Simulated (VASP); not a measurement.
Here is a VASP 6.6.1 calculation.

File INCAR:

```
SYSTEM = P
ALGO = Normal ; EDIFF = 1E-6
ENCUT = 520 ; GGA = PS
ISIF = 2 ; ISMEAR = 0
LASPH = .TRUE. ; LCHARG = .TRUE.
LELF = .TRUE. ; LREAL = .FALSE.
LVHAR = .TRUE. ; LWAVE = .FALSE.
NBANDS = 18 ; NELM = 100
PREC = Accurate ; SIGMA = 0.05
```

Contents of KPOINTS:

```
k-points
0
G
  8 1 6
  0 0 0
```

Contents of POSCAR:

```
P
1.0
    3.3658209130      0.0000000000      0.0000000000
    0.0000000000     35.7284567647      0.0000000000
    0.0000000000      0.0000000000      4.6320847100
P
4
Direct
    0.0000000000      0.9702614300      0.5921507200
    0.0000000000      0.0297385700      0.4078492800
    0.5000000000      0.0297385700      0.0921507200
    0.5000000000      0.9702614300      0.9078492800
```

Potentials or basis: VASP PAW PBE potentials, release 64 (P).

The run is started by

```console
$ cat potpaw_PBE.64/P/POTCAR > POTCAR
$ mpirun -np 1 vasp_std > vasp.out
```

Q: Estimate the largest force.

A: 0.413 eV/Å.

Q: What does it give for the band gap on the k mesh?

A: 0.80 eV, direct.

Forces in eV/Å, atoms in the order of the input:
```
P    0.000  0.354 -0.213
P    0.000 -0.354  0.213
P    0.000 -0.354 -0.213
P    0.000  0.354  0.213
```

Caveat: the cell differs from its parent crystal (strain +0.025 along x and y, +0.000 along z); the PAW data sets were made with another functional, which shifts forces and pressure a little.
